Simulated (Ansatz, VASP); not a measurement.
# Two plane-wave programs on HfS2

The input POSCAR:

```
HfS2
1.0
    3.6302959585      0.0000000000      0.0000000000
   -1.8151479792      3.1439285233      0.0000000000
    0.0000000000      0.0000000000      5.8783581506
Hf S
1 2
Direct
    0.0000000000      0.0000000000      0.0000000000
    0.3333333333      0.6666666667      0.2446279715
    0.6666666667      0.3333333333      0.7553720285
```

INCAR.step1

```
  PREC = Accurate
  ENCUT = 550
  ISMEAR = 0
  SIGMA = 0.01
  LREAL = F
  LASPH = T
  NELM = 120
  NBANDS = 18
  GGA = PE
  ALGO = Normal
  EDIFF = 1E-5
  LWAVE = T
  LCHARG = F
  GGA_COMPAT = F
```

File INCAR.step2:

```
  PREC = Accurate
  ENCUT = 550
  EDIFF = 1E-6
  ISMEAR = 0
  SIGMA = 0.01
  LREAL = F
  LASPH = T
  NELM = 120
  ALGO = Normal
  ISIF = 2
  LWAVE = F
  LCHARG = F
  METAGGA = R2SCAN
  LMIXTAU = T
  NBANDS = 18
  ISTART = 1
  GGA_COMPAT = F
```

Contents of KPOINTS:

```
Automatic mesh
0
Gamma
  12 12 4
```

Input for Ansatz:

```yaml
crystal:
  lattice:
    - [3.6302959585, 0.0, 0.0]
    - [-1.8151479792, 3.1439285233, 0.0]
    - [0.0, 0.0, 5.8783581506]
  atoms:
    - { symbol: Hf, position: [0.0, 0.0, 0.0] }
    - { symbol: S, position: [0.3333333333, 0.6666666667, 0.2446279715] }
    - { symbol: S, position: [0.6666666667, 0.3333333333, 0.7553720285] }
kpoints:
  mp_grid: { grid: [12, 12, 4] }
  band_path:
    path:
      - [0.0, 0.0, 0.0]
      - [0.5, 0.0, 0.0]
      - [0.3333333333, 0.3333333333, 0.0]
      - [0.0, 0.0, 0.5]
      - [0.5, 0.0, 0.5]
      - [0.3333333333, 0.3333333333, 0.5]
      - [0.0, 0.25, 0.25]
      - [-0.083333, 0.002604, 0.002604]
      - [0.0, 0.5, 0.5]
    npoints: 1
hamiltonian:
  xc: r2scan
scf:
  occupations: { method: fixed }
  n_extra_bands: 4
output:
  forces: true
  stress: true
  eigenvalues: true
```

Alike in both runs: task single point; functional r2SCAN; k mesh 12 × 12 × 4; no spin polarisation.

|  | VASP | Ansatz |
| --- | --- | --- |
| version | VASP 6.6.1 | Ansatz 0.2.0 |
| potentials or method | VASP PAW PBE potentials, release 64 (Hf_pv, S) | plane waves, PAW |
| plane-wave cutoff (eV) | 550 | 500 |
| occupations | gaussian, width 0.01 eV | fixed |
| valence electrons in the cell | 22 | 38 |

VASP gave:

* gap on the k mesh at the Fermi level (eV): 1.37
* pressure (GPa): 0.2
* traceless stress, the component that is largest in VASP (GPa): 0.11
* rms of the force components (eV/Å): 0.059

**Question.** Estimate Ansatz's values.

**Answer.** gap on the k mesh at the Fermi level (eV): 1.34; pressure (GPa): 1.0; traceless stress, the component that is largest in VASP (GPa): 0.00; rms of the force components (eV/Å): 0.017.

VASP's potentials were made for PBE, not for r2SCAN. Atom by atom the forces differ by 0.041 eV/Å (rms over components). VASP's potentials hold 22 valence electrons a cell and Ansatz's 38, so a difference there can come from the potentials and not from the codes.

Neither program's run includes spin-orbit coupling.
